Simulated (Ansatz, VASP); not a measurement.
# AlAs: VASP beside Ansatz

```xyz
2
Lattice="0.0000 2.8641 2.8641 2.8641 0.0000 2.8641 2.8641 2.8641 0.0000" Properties=species:S:1:pos:R:3 pbc="T T T"
Al    0.0000    0.0000    0.0000
As    1.4320    1.4320    1.4320
```

Alike in both runs: task single point; functional PBE; k mesh 8 × 8 × 8; no spin polarisation.

```csv
,VASP,Ansatz
version,VASP 6.6.1,Ansatz 0.2.0
potentials or method,"VASP PAW PBE potentials, release 64 (Al, As), cutoff 500 eV","scalar-relativistic, plane waves, PAW"
occupations,"gaussian, width 0.01 eV",fixed
valence electrons in the cell,8,18
```

Ansatz gave:

| Quantity | Value |
| --- | --- |
| gap on the k mesh at the Fermi level (eV) | 1.50 |
| least direct gap on the mesh (eV) | 1.78 |
| pressure (GPa) | 0.0 |

Q: Estimate VASP's values.

A: gap on the k mesh at the Fermi level (eV): 1.49; least direct gap on the mesh (eV): 1.78; pressure (GPa): 0.2.

VASP's potentials hold 8 valence electrons a cell and Ansatz's 18, so a difference there can come from the potentials and not from the codes.
